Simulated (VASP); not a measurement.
# Co (P6_3/mmc) in VASP: single point with r2SCAN

Aim: the single point of Co with r2SCAN.

Program: VASP 6.6.1. These are calculated values, not measurements. Logs are shortened: lines on timing, memory, paths and dates and some standing lists are left out, and cuts for length are marked.

## Step 1: The cell of the first run

It takes space group P6_3/mmc (No. 194, hexagonal). The conventional cell has a = 2.503 Å, b = 2.503 Å, c = 8.195 Å, α = 90.00°, β = 90.00°, γ = 120.00°. Within 3.3 Å of Co (site symmetry -6m2) lie 12 Co at 2.50 to 2.51 Å. Within 3.3 Å of Co (site symmetry -3m) lie 12 Co at 2.50 to 2.51 Å.

## Step 2: Single point, r2SCAN, collinear spin, ferromagnetic start

Contents of POSCAR:

```
Co
1.0
    2.5030729010      0.0000000000      0.0000000000
   -1.2515364506      2.1677247198      0.0000000000
    0.0000000000      0.0000000000      8.1946701348
Co
4
Direct
    0.6666666667      0.3333333333      0.7500000000
    0.0000000000      0.0000000000      0.5000000000
    0.3333333333      0.6666666667      0.2500000000
    0.0000000000      0.0000000000      0.0000000000
```

Contents of INCAR.step1:

```
PREC = Accurate
ENCUT = 520
ISMEAR = -1
SIGMA = 0.05
LREAL = False
LASPH = True
NELM = 150
ISPIN = 2
MAGMOM = 2 2 2 2
LMAXMIX = 4
NBANDS = 30
GGA = PE
ALGO = Normal
EDIFF = 1E-4
LWAVE = True
LCHARG = False
```

Contents of INCAR.step2:

```
PREC = Accurate
ENCUT = 520
EDIFF = 1E-7
ISMEAR = -1
SIGMA = 0.05
LREAL = False
LASPH = True
NELM = 150
ALGO = Normal
ISIF = 2
LWAVE = False
LCHARG = False
ISPIN = 2
MAGMOM = 2 2 2 2
LORBIT = 11
LMAXMIX = 4
METAGGA = R2SCAN
LMIXTAU = True
NBANDS = 30
ISTART = 1
```

Contents of KPOINTS:

```
Automatic mesh
0
Gamma
  12 12 4
```

Potentials or basis: VASP PAW PBE potentials, release 64 (Co).

The run is started by

```console
$ cat potpaw_PBE.64/Co/POTCAR > POTCAR
$ cp INCAR.step1 INCAR
$ mpirun -np 1 vasp_std > vasp.out
$ cp INCAR.step2 INCAR
$ mpirun -np 1 vasp_std > vasp.out
```

OUTCAR:

```text
PREC = Accurate
   ENCUT = 520
   EDIFF = 1E-7
   ISMEAR = -1
   LREAL = False
   LASPH = True
   NELM = 150
   ISIF = 2
   ISPIN = 2
   LORBIT = 11
   METAGGA = R2SCAN
   ISTART = 1

 ion  position               nearest neighbor table
   1  0.667  0.333  0.750-   2 2.51   4 2.51   2 2.51   4 2.51   2 2.51   4 2.51
   2  0.000  0.000  0.500-   1 2.51   3 2.51   1 2.51   3 2.51   1 2.51   3 2.51
   3  0.333  0.667  0.250-   2 2.51   4 2.51   2 2.51   4 2.51   2 2.51   4 2.51
   4  0.000  0.000  0.000-   1 2.51   3 2.51   1 2.51   3 2.51   1 2.51   3 2.51

  LATTYP: Found a hexagonal cell.
 ALAT       =     2.5030729010
 C/A-ratio  =     3.2738439746

  Lattice vectors:

 A1 = (   2.5030729010,   0.0000000000,   0.0000000000)
 A2 = (  -1.2515364506,   2.1677247198,   0.0000000000)
 A3 = (   0.0000000000,   0.0000000000,   8.1946701348)

Analysis of symmetry for initial positions (statically):
=====================================================================
 Subroutine PRICEL returns:
 Original cell was already a primitive cell.

 Routine SETGRP: Setting up the symmetry group for a
 hexagonal supercell.

 Subroutine GETGRP returns: Found 24 space group operations
 (whereof 12 operations were pure point group operations)
 out of a pool of 24 trial point group operations.

The static configuration has the point symmetry D_3d.
 The point group associated with its full space group is D_6h.

Analysis of symmetry for dynamics (positions and initial velocities):
=====================================================================
 Subroutine PRICEL returns:
 Original cell was already a primitive cell.

 Routine SETGRP: Setting up the symmetry group for a
 hexagonal supercell.

 Subroutine GETGRP returns: Found 24 space group operations
 (whereof 12 operations were pure point group operations)
 out of a pool of 24 trial point group operations.

The dynamic configuration has the point symmetry D_3d.
 The point group associated with its full space group is D_6h.

Analysis of structural, dynamic, and magnetic symmetry:
=====================================================================
 Subroutine PRICEL returns:
 Original cell was already a primitive cell.

 Routine SETGRP: Setting up the symmetry group for a
 hexagonal supercell.

 Subroutine GETGRP returns: Found 24 space group operations
 (whereof 12 operations were pure point group operations)
 out of a pool of 24 trial point group operations.

The overall configuration has the point symmetry D_3d.
 The point group associated with its full space group is D_6h.

 Subroutine INISYM returns: Found 24 space group operations
 (whereof 12 operations are pure point group operations),
 and found     1 'primitive' translations

----------------------------------------------------------------------------------------

                                     Primitive cell

  volume of cell :      44.4641

  direct lattice vectors                    reciprocal lattice vectors
     2.503072901  0.000000000  0.000000000     0.399508939  0.230656594  0.000000000
    -1.251536451  2.167724720  0.000000000     0.000000000  0.461313187  0.000000000
     0.000000000  0.000000000  8.194670135     0.000000000  0.000000000  0.122030537

  length of vectors
     2.503072901  2.503072901  8.194670135     0.461313187  0.461313187  0.122030537

  position of ions in fractional coordinates (direct lattice)
     0.666666667  0.333333333  0.750000000
     0.000000000  0.000000000  0.500000000
     0.333333333  0.666666667  0.250000000
     0.000000000  0.000000000  0.000000000

  ion indices of the primitive-cell ions
   primitive index   ion index
                 1           1
                 2           2
                 3           3
                 4           4

----------------------------------------------------------------------------------------

 KPOINTS: Automatic mesh

Automatic generation of k-mesh.
 Grid dimensions read from file:
 generate k-points for:   12   12    4

 Generating k-lattice:

  Cartesian coordinates                     Fractional coordinates (reciprocal lattice)
     0.033292412  0.019221383  0.000000000     0.083333333  0.000000000  0.000000000
     0.000000000  0.038442766  0.000000000     0.000000000  0.083333333  0.000000000
     0.000000000  0.000000000  0.030507634     0.000000000  0.000000000  0.250000000

  Length of vectors
     0.038442766  0.038442766  0.030507634

  Shift w.r.t. Gamma in fractional coordinates (k-lattice)
     0.000000000  0.000000000  0.000000000

 Subroutine IBZKPT returns following result:
 ===========================================

 Found     57 irreducible k-points:

 Following reciprocal coordinates:
            Coordinates               Weight
  0.000000  0.000000  0.000000      1.000000
  0.083333  0.000000  0.000000      6.000000
  0.166667  0.000000  0.000000      6.000000
  0.250000  0.000000  0.000000      6.000000
  0.333333  0.000000  0.000000      6.000000
  0.416667  0.000000  0.000000      6.000000
[... 16 lines left out ...]
  0.250000  0.000000  0.250000     12.000000
  0.333333  0.000000  0.250000     12.000000
 [... further k-points ...]
   k-points           NKPTS =     57   k-points in BZ     NKDIM =     57   number of bands    NBANDS=     30
   number of dos      NEDOS =    301   number of ions     NIONS =      4
   total plane-waves  NPLWV =  25600
   dimension x,y,z NGX =    20 NGY =   20 NGZ =   64
   dimension x,y,z NGXF=    40 NGYF=   40 NGZF=  128
   ions per type =               4
   NGX,Y,Z   is equivalent  to a cutoff of  13.28, 13.28, 12.98 a.u.
   NGXF,Y,Z  is equivalent  to a cutoff of  26.57, 26.57, 25.97 a.u.
 SYSTEM =  unknown system
   PREC   = accura    normal or accurate (medium, high low for compatibility)
   ISTART =      1    job   : 0-new  1-cont  2-samecut
   ICHARG =      0    charge: 1-file 2-atom 10-const
   ISPIN  =      2    spin polarized calculation?
   LNONCOLLINEAR =      F non collinear calculations
   LSORBIT =      F    spin-orbit coupling
   LASPH  =      T    aspherical Exc in radial PAW
   ENCUT  =  520.0 eV  38.22 Ry    6.18 a.u.   4.65  4.65 15.24*2*pi/ulx,y,z
   NELM   =    150;   NELMIN=  2; NELMDL=  0     # of ELM steps
   EDIFF  = 0.1E-06   stopping-criterion for ELM
   LREAL  =      F    real-space projection
   EDIFFG = 0.1E-05   stopping-criterion for IOM
   NSW    =      0    number of steps for IOM
   IBRION =     -1    ionic relax: 0-MD 1-quasi-New 2-CG
   NFREE  =      0    steps in history (QN), initial steepest desc. (CG)
   ISIF   =      2    stress and relaxation
   ISYM   =      2    0-nonsym 1-usesym 2-fastsym
   POTIM  = 0.5000    time-step for ionic-motion
   TEBEG  =    0.0;   TEEND  =   0.0 temperature during run
   PSTRESS=    0.0 pullay stress
   NELECT =      36.0000    total number of electrons
   NUPDOWN=      -1.0000    fix difference up-down
   EMIN   =  10.00;   EMAX   =-10.00  energy-range for DOS
   EFERMI =   0.00;   METHOD = LEGACY
   ISMEAR =    -1;   SIGMA  =   0.05  broadening in eV -4-tet -1-fermi 0-gaus
   EFERMI_NEDOS =   21; number of points for ismear=-14 and -15
   IALGO  =     38    algorithm
   IMIX   =      4    mixing-type and parameters
     AMIX     =   0.40;   BMIX     =  1.00
     AMIX_MAG =   1.60;   BMIX_MAG =  1.00
  volume/ion in A,a.u.               =      11.12        75.01
  Fermi-wavevector in a.u.,A,eV,Ry     =   1.525829  2.883399 31.676474  2.328155
  Thomas-Fermi vector in A             =   2.633946
   LORBIT       =     11    0 simple, 1 ext, 2 COOP (PROOUT), +10 PAW based schemes
   METAGGA = R2SCAN    functional components
   LHFCALC =     F    Hartree Fock is set to
   AEXX    =    0.0000 exact exchange contribution
   IVDW    =     0    specifies the selected vdW correction
   LEPSILON=     F    determine dielectric tensor
   LRPA    =     F    only Hartree local field effects (RPA)
 spin polarized calculation
  energy-cutoff  :      520.00
  volume of cell :       44.46
 maximum number of plane-waves:      1218
 NGX is ok and might be reduce to    20
   NGX =  9   NGY =  9   NGZ = 31

 number of electron      36.0000022 magnetization       7.0863288

 Free energy of the ion-electron system (eV)
  ---------------------------------------------------
  ext. energy  EPLUGINS =         0.00000000
  ---------------------------------------------------
  free energy    TOTEN  =       -52.84601692 eV

  energy without entropy =      -52.82256514  energy(sigma->0) =      -52.83429103

 E-fermi :  10.1386     XC(G=0): -14.5093

 val. band max:       10.1368357023   @ k =   0.1667   0.0833   0.0000
 cond. band min:      10.1404127828   @ k =   0.2500   0.1667   0.0000
 fundamental gap:      0.0035770805
 Fermi energy:        10.1386414905

 spin component 1

 k-point     1 :       0.0000    0.0000    0.0000
  band No.  band energies     occupation
      1       0.7712      1.00000
      2       2.9688      1.00000
      3       3.0158      1.00000
      4       4.3786      1.00000
      5       6.4292      1.00000
      6       6.4765      1.00000
[... 781 lines left out ...]
     29      24.6592      0.00000
     30      25.4794      0.00000

 [... further k-points ...]

 spin component 2

 k-point     1 :       0.0000    0.0000    0.0000
  band No.  band energies     occupation
      1       0.2123      1.00000
      2       2.5779      1.00000
      3       2.6089      1.00000
      4       5.4608      1.00000
      5       8.1924      1.00000
      6       8.3421      1.00000
[... 781 lines left out ...]
     29      25.2222      0.00000
     30      26.0742      0.00000

 [... further k-points ...]
[... 5 lines left out ...]
  --------------------------------------------------------------------------------------
  -------------------------------------------------------------------------------------
  Total       -2.3700253     -2.3700253     -2.2849296      0.0000000      0.0000000     -0.0000000
  in kB      -85.3993302    -85.3993302    -82.3330683      0.0000000      0.0000000     -0.0000000
  external PRESSURE =     -84.3772429 kB  Pullay stress =       0.0000000 kB

 VOLUME and BASIS-vectors are now :
 -----------------------------------------------------------------------------
  energy-cutoff  :      520.00
  volume of cell :       44.46
      direct lattice vectors                 reciprocal lattice vectors
     2.503072901  0.000000000  0.000000000     0.399508939  0.230656594  0.000000000
    -1.251536451  2.167724720  0.000000000     0.000000000  0.461313187  0.000000000
     0.000000000  0.000000000  8.194670135     0.000000000  0.000000000  0.122030537

 POSITION                                       TOTAL-FORCE (eV/Angst)
 -----------------------------------------------------------------------------------
      1.25154      0.72257      6.14600         0.000000     -0.000000      0.000000
      0.00000      0.00000      4.09734        -0.000000      0.000000     -0.000000
     -0.00000      1.44515      2.04867        -0.000000      0.000000      0.000000
      0.00000      0.00000      0.00000        -0.000000      0.000000     -0.000000
 -----------------------------------------------------------------------------------
    total drift:                                0.000000     -0.000000      0.000000

  FREE ENERGIE OF THE ION-ELECTRON SYSTEM (eV)
  ---------------------------------------------------
  free  energy   TOTEN  =       -52.8460169241 eV

  energy  without entropy=      -52.8225651356  energy(sigma->0) =      -52.83429103

 total charge

# of ion       s       p       d       tot
------------------------------------------
    1        0.499   0.542   7.202   8.242
    2        0.501   0.539   7.213   8.253
    3        0.499   0.542   7.202   8.242
    4        0.501   0.539   7.213   8.253
--------------------------------------------------
tot          1.999   2.161  28.831  32.990

 magnetization (x)

# of ion       s       p       d       tot
------------------------------------------
    1       -0.008  -0.079   1.943   1.856
    2       -0.009  -0.076   1.911   1.826
    3       -0.008  -0.079   1.943   1.856
    4       -0.009  -0.076   1.911   1.826
--------------------------------------------------
tot         -0.036  -0.309   7.709   7.364
```

Wall time 13 min (1 thread of Oxide Virtual Turin-like, shared host); peak memory 0.23 GiB.

Results:

| Quantity | Value |
| --- | --- |
| Free energy | -52.8460 eV |
| Pressure | -8.4 GPa |
| Net moment | 7.09 μB per cell |
| Site moments | Co +1.86, +1.83 (each value once) μB |
| Valence electrons inside the program's atomic spheres | Co 8.24, 8.25 (each value once) |

Stress tensor (GPa, compression positive):
```
-8.54  0.00  0.00
 0.00 -8.54  0.00
 0.00  0.00 -8.23
```

Caveat: the cell stands under tension; the PAW data sets were made with another functional, which shifts forces and pressure a little.
